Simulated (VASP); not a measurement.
Input of a VASP 6.6.1 run:

INCAR

```
SYSTEM = GaP
PREC     = Accurate       ! precision mode
ENCUT    = 520            ! plane-wave cutoff, eV
EDIFF    = 1E-6           ! SCF threshold, eV
ISMEAR   = 0              ! smearing method
SIGMA    = 0.05           ! smearing width, eV
LREAL    = .FALSE.        ! projectors in reciprocal space
LASPH    = .TRUE.         ! aspherical terms in the spheres
NELM     = 60             ! most SCF steps
ALGO     = Normal         ! electronic algorithm
ISIF     = 2              ! what is computed and relaxed
LWAVE    = .FALSE.        ! write WAVECAR
LCHARG   = .FALSE.        ! write CHGCAR
GGA      = PS             ! functional
NBANDS   = 16             ! bands
```

File KPOINTS:

```
Automatic mesh
0
G
  6 6 6
  0 0 0
```

Contents of POSCAR:

```
GaP
1.0
    0.0000000000      2.7334566911      2.7334566911
    2.7334566911      0.0000000000      2.7334566911
    2.7334566911      2.7334566911      0.0000000000
Ga P
1 1
Direct
    0.0000000000      0.0000000000      0.0000000000
    0.2500000000      0.2500000000      0.2500000000
```

Potentials or basis: VASP PAW PBE potentials, release 64 (Ga_d, P).

Launch:

```sh
$ cat potpaw_PBE.64/Ga_d/POTCAR potpaw_PBE.64/P/POTCAR > POTCAR
$ mpirun -np 1 vasp_std > vasp.out
```

(1) What does it give for the band gap on the k mesh?

(2) What does it give for the pressure?

Results:

(1) 1.53 eV (least direct gap 1.67 eV).

(2) -1.3 GPa.

Caveat: the PAW data sets were made with another functional, which shifts forces and pressure a little.
